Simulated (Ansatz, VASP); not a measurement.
HfC: VASP beside Ansatz

POSCAR

```
HfC
1.0
    3.3428660531      0.0000000000      0.0000000000
   -1.6714330265      2.8950069234      0.0000000000
    0.0000000000      0.0000000000      5.2027140000
Hf C
2 2
Direct
    0.3333333333      0.6666666667      0.2500000000
    0.6666666667      0.3333333333      0.7500000000
    0.0000000000      0.0000000000      0.5000000000
    0.0000000000      0.0000000000      0.0000000000
```

INCAR.step1

```
SYSTEM = HfC
PREC     = Accurate       ! precision mode
ENCUT    = 520            ! plane-wave cutoff, eV
EDIFF    = 1E-5           ! SCF threshold, eV
ISMEAR   = -1             ! smearing method
SIGMA    = 0.05           ! smearing width, eV
LREAL    = .False.        ! projectors in reciprocal space
LASPH    = .True.         ! aspherical terms in the spheres
NELM     = 100            ! most SCF steps
ALGO     = Normal         ! electronic algorithm
ISIF     = 2              ! what is computed and relaxed
LWAVE    = .True.         ! write WAVECAR
LCHARG   = .False.        ! write CHGCAR
GGA      = PE             ! functional
NBANDS   = 22             ! bands
```

The input INCAR.step2:

```
SYSTEM = HfC
PREC     = Accurate       ! precision mode
ENCUT    = 520            ! plane-wave cutoff, eV
EDIFF    = 1E-6           ! SCF threshold, eV
ISMEAR   = -1             ! smearing method
SIGMA    = 0.05           ! smearing width, eV
LREAL    = .False.        ! projectors in reciprocal space
LASPH    = .True.         ! aspherical terms in the spheres
NELM     = 100            ! most SCF steps
ALGO     = Normal         ! electronic algorithm
ISIF     = 2              ! what is computed and relaxed
LWAVE    = .False.        ! write WAVECAR
LCHARG   = .False.        ! write CHGCAR
GGA      = PE             ! functional
LHFCALC  = .True.         ! exact exchange
AEXX     = 0.25           ! exact-exchange fraction
HFSCREEN = 0.2            ! screening, 1/A
PRECFOCK = Normal       
ISTART   = 1            
NBANDS   = 22             ! bands
```

Contents of KPOINTS:

```
Automatic mesh
0
Gamma
  5 5 3
  0 0 0
```

input.yaml

```yaml
crystal:
  lattice:
    - [3.3428660531, 0.0, 0.0]
    - [-1.6714330265, 2.8950069234, 0.0]
    - [0.0, 0.0, 5.202714]
  atoms:
    - { symbol: Hf, position: [0.3333333333, 0.6666666667, 0.25] }
    - { symbol: Hf, position: [0.6666666667, 0.3333333333, 0.75] }
    - { symbol: C, position: [0.0, 0.0, 0.5] }
    - { symbol: C, position: [0.0, 0.0, 0.0] }
hamiltonian:
  xc: { exchange: pbe, correlation: pbe, exx: { coeff: 0.25, omega: 0.2 } }
  pseudopotentials: { kind: paw }
kpoints:
  mp_grid: { grid: [5, 5, 3] }
scf:
  occupations: { method: fermi_dirac, width: 0.05 }
output:
  forces: true
  stress: true
  eigenvalues: true
```

Alike in both runs: task single point; functional PBE-based screened hybrid; k mesh 5 × 5 × 3; occupations fermi-dirac, width 0.05 eV; no spin polarisation.

|  | VASP | Ansatz |
| --- | --- | --- |
| version | VASP 6.6.1 | Ansatz 0.2.0 |
| potentials or method | VASP PAW PBE potentials, release 64 (Hf_pv, C) | Ansatz PAW |
| plane-wave cutoff (eV) | 520 | 420 |
| valence electrons in the cell | 28 | 60 |

|  | VASP | Ansatz | Ansatz less VASP |
| --- | --- | --- | --- |
| gap on the k mesh at the Fermi level (eV) | none | none | - |
| pressure (GPa) | -6.2 | -3.3 | +2.87 |
| traceless stress, the component that is largest in VASP (GPa) | 2.68 | 2.72 | +0.045 |

VASP's potentials were made for PBE, not for PBE-based screened hybrid. A gap of «none» marks a metal or a gap that the smearing closes. With one functional, cell and mesh, what is left measures potentials, basis and numerics. VASP's potentials hold 28 valence electrons a cell and Ansatz's 60, so a difference there can come from the potentials and not from the codes.

The k mesh is coarse, so the values compare programs but aren't converged. Spin-orbit coupling is off throughout.
